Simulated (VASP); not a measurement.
A run of VASP 6.6.1 is set up as follows.

Contents of INCAR:

```
SYSTEM = RuS2
ALGO = Normal
EDIFF = 1E-7
ENCUT = 520
GGA = PE
ISIF = 2
ISMEAR = -1
LASPH = .TRUE.
LCHARG = .FALSE.
LREAL = .FALSE.
LWAVE = .FALSE.
NBANDS = 64
NELM = 80
PREC = Accurate
SIGMA = 0.05
```

File KPOINTS:

```
k-points
0
G
  5 5 5
  0 0 0
```

POSCAR

```
RuS2
1.0
    5.6106000000      0.0000000000      0.0000000000
    0.0000000000      5.6106000000      0.0000000000
    0.0000000000      0.0000000000      5.6106000000
Ru S
4 8
Direct
    0.0000000000      0.5000000000      0.5000000000
    0.5000000000      0.5000000000      0.0000000000
    0.5000000000      0.0000000000      0.5000000000
    0.0000000000      0.0000000000      0.0000000000
    0.3883100000      0.1116900000      0.8883100000
    0.1116900000      0.8883100000      0.3883100000
    0.8883100000      0.3883100000      0.1116900000
    0.6116900000      0.6116900000      0.6116900000
    0.6116900000      0.8883100000      0.1116900000
    0.8883100000      0.1116900000      0.6116900000
    0.1116900000      0.6116900000      0.8883100000
    0.3883100000      0.3883100000      0.3883100000
```

Potentials or basis: VASP PAW PBE potentials, release 64 (Ru_pv, S).

Run with:

```console
$ cat potpaw_PBE.64/Ru_pv/POTCAR potpaw_PBE.64/S/POTCAR > POTCAR
$ mpirun -np 1 vasp_std > vasp.out
```

**Question.** Estimate the largest force.

**Answer.** 0.209 eV/Å.

**Question.** Estimate the band gap on the k mesh.

**Answer.** 0.74 eV (least direct gap 0.96 eV).

Forces in eV/Å, atoms in the order of the input:
```
Ru   0.000  0.000  0.000
Ru   0.000  0.000  0.000
Ru   0.000  0.000  0.000
Ru   0.000  0.000  0.000
S   -0.121  0.121 -0.121
S    0.121 -0.121 -0.121
S   -0.121 -0.121  0.121
S    0.121  0.121  0.121
S    0.121 -0.121  0.121
S   -0.121  0.121  0.121
S    0.121  0.121 -0.121
S   -0.121 -0.121 -0.121
```

Caveat: an odd mesh through Γ misses points on the zone boundary, where band edges can lie.
